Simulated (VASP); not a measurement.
Wanted: the native input for a VASP 6.6.1 run.

```yaml
Task: single point
Functional: LDA
Potentials_or_basis: VASP PAW LDA potentials, release 64 (Ge_d)
Cutoff: 520 eV
k_mesh: 15 × 15 × 15
Occupations: fermi-dirac, width 0.08 eV
Spin: no spin polarisation
Dipole_correction: no
Further_INCAR_settings: ALGO = Normal; EDIFF = 1e-06; NBANDS = 13
```

The structure of Ge lies in POSCAR:

```
Ge
1.0
    2.3246147082      0.0000000000      0.0000000000
    0.0000000000      2.3246147082      0.0000000000
    0.0000000000      0.0000000000      2.3246147082
Ge
1
Direct
    0.0000000000      0.0000000000      0.0000000000
```

This cell differs from its parent crystal: volume scaled by 0.68.

One way to write it, as run:

INCAR

```
SYSTEM = Ge
PREC = Accurate
ENCUT = 520
EDIFF = 1E-6
ISMEAR = -1
SIGMA = 0.08
LREAL = .False.
LASPH = .True.
NELM = 100
ALGO = Normal
ISIF = 2
LWAVE = .False.
LCHARG = .False.
NBANDS = 13
```

KPOINTS

```
Automatic mesh
0
Gamma
  15 15 15
  0 0 0
```

Potentials or basis: VASP PAW LDA potentials, release 64 (Ge_d).

The run is started by

```sh
$ cat potpaw_LDA.64/Ge_d/POTCAR > POTCAR
$ mpirun -np 1 vasp_std > vasp.out
```

Results of the run:

| Quantity | Value |
| --- | --- |
| Pressure | 79.1 GPa |
| Band gap on the k mesh | zero (band 7 reaches 20.86 eV, above the bottom of band 8 at 8.78 eV) |

Run time: 8.6 s on 1 thread of Intel(R) Xeon(R) Platinum 8488C (Sapphire Rapids), on a shared host, peak memory 0.13 GiB.
